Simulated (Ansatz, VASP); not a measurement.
**One calculation of ZrZn3N2, two programs**

INCAR

```
PREC     = Accurate       # precision mode
ENCUT    = 520            # plane-wave cutoff, eV
EDIFF    = 1E-6           # SCF threshold, eV
ISMEAR   = 0              # smearing method
SIGMA    = 0.1            # smearing width, eV
LREAL    = False          # projectors in reciprocal space
LASPH    = True           # aspherical terms in the spheres
NELM     = 80             # most SCF steps
ALGO     = Normal         # electronic algorithm
ISIF     = 2              # what is computed and relaxed
LWAVE    = False          # write WAVECAR
LCHARG   = True           # write CHGCAR
GGA      = PE             # functional
LELF     = True           # ELF
LVHAR    = True         
NBANDS   = 38             # bands
```

File KPOINTS:

```
regular mesh
0
Gamma
  10 10 8
```

File POSCAR:

```
ZrZn3N2
1.0
    2.3745921424     -3.8346445886      0.0000000000
    2.3745921424      3.8346445886      0.0000000000
    0.0000000000      0.0000000000      5.1522440277
Zr Zn N
1 3 2
Direct
    0.0000000000      0.0000000000      0.0000000000
    0.0000000000      0.0000000000      0.5000000000
    0.6614609872      0.3385390128      0.0000000000
    0.3385390128      0.6614609872      0.0000000000
    0.5000000000      0.0000000000      0.5000000000
    0.0000000000      0.5000000000      0.5000000000
```

Input for Ansatz:

```yaml
crystal:
  lattice:
    - [2.3745921424, -3.8346445886, 0.0]
    - [2.3745921424, 3.8346445886, 0.0]
    - [0.0, 0.0, 5.1522440277]
  atoms:
    - { symbol: Zr, position: [0.0, 0.0, 0.0] }
    - { symbol: Zn, position: [0.0, 0.0, 0.5] }
    - { symbol: Zn, position: [0.6614609872, 0.3385390128, 0.0] }
    - { symbol: Zn, position: [0.3385390128, 0.6614609872, 0.0] }
    - { symbol: "N", position: [0.5, 0.0, 0.5] }
    - { symbol: "N", position: [0.0, 0.5, 0.5] }
basis:
  ecutwfc: 420
kpoints:
  mp_grid: { grid: [10, 10, 8] }
  band_path:
    path:
      - [[0.0, 0.0, 0.0], [-0.5, 0.5, 0.0], [-0.34586671, 0.65413329, 0.0]]
      - [[0.34586671, 0.34586671, 0.0], [0.0, 0.0, 0.0], [0.0, 0.0, 0.5], [0.34586671, 0.34586671, 0.5]]
      - [[-0.34586671, 0.65413329, 0.5], [-0.5, 0.5, 0.5], [-0.5, 0.5, 0.0]]
      - [[0.0, 0.0, 0.0], [0.0, 0.5, 0.0], [0.0, 0.5, 0.5], [0.0, 0.0, 0.5], [-0.5, 0.5, 0.5]]
    npoints: 14
hamiltonian:
  xc: pbe
scf:
  occupations: { method: gaussian, width: 0.1 }
  n_extra_bands: 15
output:
  forces: true
  stress: true
  eigenvalues: true
  populations: true
  dos: { projected: true, de: 0.02, nscf_kmesh: { grid: [12, 12, 10] } }
  bader: true
  write_density: true
  write_potential: true
  elf: true
  volumetric_format: npy
```

Alike in both runs: task single point; functional PBE; k mesh 10 × 10 × 8; occupations gaussian, width 0.1 eV; no spin polarisation.

|  | VASP | Ansatz |
| --- | --- | --- |
| version | VASP 6.6.1 | Ansatz 0.2.0 |
| potentials or method | VASP PAW PBE potentials, release 64 (Zr_sv, Zn, N), cutoff 520 eV | scalar-relativistic, plane waves, PAW |
| valence electrons in the cell | 58 | 58 |

Ansatz gave:

```
gap on the k mesh at the Fermi level (eV)                     : none
pressure (GPa)                                                : 0.0
traceless stress, the component that is largest in VASP (GPa) : 0.00
```

Task: Which values does VASP return?

Result: gap on the k mesh at the Fermi level (eV): none; pressure (GPa): 0.3; traceless stress, the component that is largest in VASP (GPa): -0.15.

A gap of «none» marks a metal or a gap that the smearing closes.
